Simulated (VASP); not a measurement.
LiH, 2 atoms in the cell. It takes space group Fm-3m (No. 225, cubic). Conventional cell: a = 4.007 Å, b = 4.007 Å, c = 4.007 Å, α = 90.00°, β = 90.00°, γ = 90.00°. Li (site symmetry m-3m) has 6 H at 2.00 Å within 2.7 Å. H (site symmetry m-3m) has 6 Li at 2.00 Å within 2.7 Å. 

```yaml
Program: VASP 6.6.1
Task: relaxation of cell and atoms
Functional: PBE
Dispersion: D3(BJ)
Potentials_or_basis: VASP PAW PBE potentials, release 64 (Li_sv, H)
Cutoff: 750 eV
k_mesh: 10 × 10 × 10
Occupations: gaussian, width 0.02 eV
Spin: no spin polarisation
Dipole_correction: no
Further_INCAR_settings: ALGO = Normal; EDIFF = 1e-07; IBRION = 2; EDIFFG = -0.005; NSW = 70; ISIF = 3
```

Potentials or basis: VASP PAW PBE potentials, release 64 (Li_sv, H).

The run is started by

```bash
$ cat potpaw_PBE.64/Li_sv/POTCAR potpaw_PBE.64/H/POTCAR > POTCAR
$ mpirun -np 1 vasp_std > vasp.out
```

Hardware: 1 thread of Intel Xeon 8259CL (shared host).

Problem. Estimate the wall time of this run.

Solution. Wall time 50 s on 1 thread of Intel Xeon 8259CL, with other jobs on the host, peak memory 0.16 GiB. Counts: scf iterations 33, k points 47, ion steps 4.
